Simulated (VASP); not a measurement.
C, 2 atoms in the cell. It takes space group Imma (No. 74, orthorhombic). The conventional cell has a = 2.522 Å, b = 2.522 Å, c = 3.567 Å, α = 90.00°, β = 90.00°, γ = 90.00°. Within 1.9 Å of C (site symmetry mm2) lie 4 C at 1.44 to 1.67 Å.  This cell differs from its parent crystal: atom 2 (C) moved by [0.2, 0.0, 0.0] A.

| Item | Value |
| --- | --- |
| Program | VASP 6.6.1 |
| Task | electric field gradients |
| Functional | PBE |
| Potentials or basis | VASP PAW PBE potentials, release 64 (C) |
| Cutoff | 520 eV |
| k mesh | 16 × 16 × 16 |
| Occupations | fermi-dirac, width 0.03 eV |
| Spin | no spin polarisation |
| Dipole correction | no |
| Further INCAR settings | ALGO = Normal; EDIFF = 1e-08; NBANDS = 11 |

Potentials or basis: VASP PAW PBE potentials, release 64 (C).

Launch:

```sh
$ cat potpaw_PBE.64/C/POTCAR > POTCAR
$ mpirun -np 1 vasp_std > vasp.out
```

Hardware: 1 thread of Intel(R) Xeon(R) Platinum 8488C (Sapphire Rapids), on a shared host.

**Question.** How long does it take, and how much memory?

**Answer.** Wall time 38 s on 1 thread of Intel(R) Xeon(R) Platinum 8488C (Sapphire Rapids), on a shared host, peak memory 0.17 GiB. Counts: scf iterations 12, k points 621.
